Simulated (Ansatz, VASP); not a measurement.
# GaP: VASP beside Ansatz

```
Ga P
1.0
     0.00000    2.76111    2.76111
     2.76111    0.00000    2.76111
     2.76111    2.76111    0.00000
Ga P
1 1
Direct
  0.00000 0.00000 0.00000
  0.75000 0.75000 0.75000
```

Alike in both runs: task single point; functional r2SCANh; k mesh 4 × 4 × 4; occupations fermi-dirac, width 0.05 eV; no spin polarisation.

|  | VASP | Ansatz |
| --- | --- | --- |
| version | VASP 6.6.1 | Ansatz 0.2.0 |
| potentials or method | VASP PAW PBE potentials, release 64 (Ga_d, P) | Ansatz PAW |
| plane-wave cutoff (eV) | 520 | 500 |
| valence electrons in the cell | 18 | 18 |

```csv
,VASP,Ansatz,Ansatz less VASP
gap on the k mesh at the Fermi level (eV),2.46,2.44,-0.016
least direct gap on the mesh (eV),2.58,2.58,-0.001
pressure (GPa),-3.3,-3.2,+0.08
```

VASP's potentials were made for PBE, not for r2SCANh. The functional is the same, so the differences come from potentials, cutoffs and numerics.

The k mesh is coarse, so the values compare programs but aren't converged.
